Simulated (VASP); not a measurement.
**ZrC (CsCl type): single point with PBE**

ZrC (CsCl type):

```
Zr C
1.0
     2.82158    0.00000    0.00000
     0.00000    2.82158    0.00000
     0.00000    0.00000    2.82158
Zr C
1 1
Direct
  0.00000 0.00000 0.00000
  0.50000 0.50000 0.50000
```

This cell differs from its parent crystal: volume scaled by 0.9.

- Program: VASP 6.6.1
- Task: single point
- Functional: PBE
- Potentials or basis: VASP PAW PBE potentials, release 64 (Zr_sv, C)
- Cutoff: 520 eV
- k mesh: 14 × 14 × 14
- Occupations: fermi-dirac, width 0.1 eV
- Spin: no spin polarisation

- Pressure: 25.2 GPa
- Band gap on the k mesh: zero (band 8 reaches 13.09 eV, above the bottom of band 9 at 10.65 eV)

Levels at points of the mesh, in eV from the Fermi level:
```
           k point  band 6  band 7  band 8  band 9  band 10  band 11
(0.00, 0.00, 0.00)   -2.29   -2.29    1.31    1.31     1.31     5.86
(0.50, 0.00, 0.00)   -6.02   -1.27   -1.27   -1.06     6.42     6.79
(0.50, 0.50, 0.00)   -2.22   -2.22   -0.62    1.97     2.85     2.85
(0.50, 0.50, 0.50)   -5.99   -5.99   -5.99    8.73     8.73     9.70
```

Run time: 18 s on 1 thread of Intel(R) Xeon(R) 6975P-C (Granite Rapids) (shared host), peak memory 0.16 GiB.
